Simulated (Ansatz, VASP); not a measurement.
# As: VASP beside Ansatz

```
As
1.0
     3.61200    0.00000    0.00000
    -1.80600    3.12808    0.00000
     0.00000    0.00000   28.00000
As
2
Cartesian
  0.0000 2.0854 15.0430
  1.8060 1.0427 12.9570
```

Alike in both runs: task single point; functional PBE; k mesh 9 × 9 × 1; occupations gaussian, width 0.02 eV; no spin polarisation.

```csv
,VASP,Ansatz
version,VASP 6.6.1,Ansatz 0.2.0
potentials or method,"VASP PAW PBE potentials, release 64 (As), cutoff 520 eV","scalar-relativistic, plane waves, PAW"
valence electrons in the cell,10,30
```

|  | VASP | Ansatz | Ansatz less VASP |
| --- | --- | --- | --- |
| gap on the k mesh at the Fermi level (eV) | none | none | - |
| rms of the force components (eV/Å) | 1.839 | 1.839 | +0.0006 |

Atom by atom the forces differ by 0.001 eV/Å (rms over components). A gap of «none» marks a metal or a gap that the smearing closes. The functional is the same, so the differences come from potentials, cutoffs and numerics. VASP's potentials hold 10 valence electrons a cell and Ansatz's 30, so a difference there can come from the potentials and not from the codes.
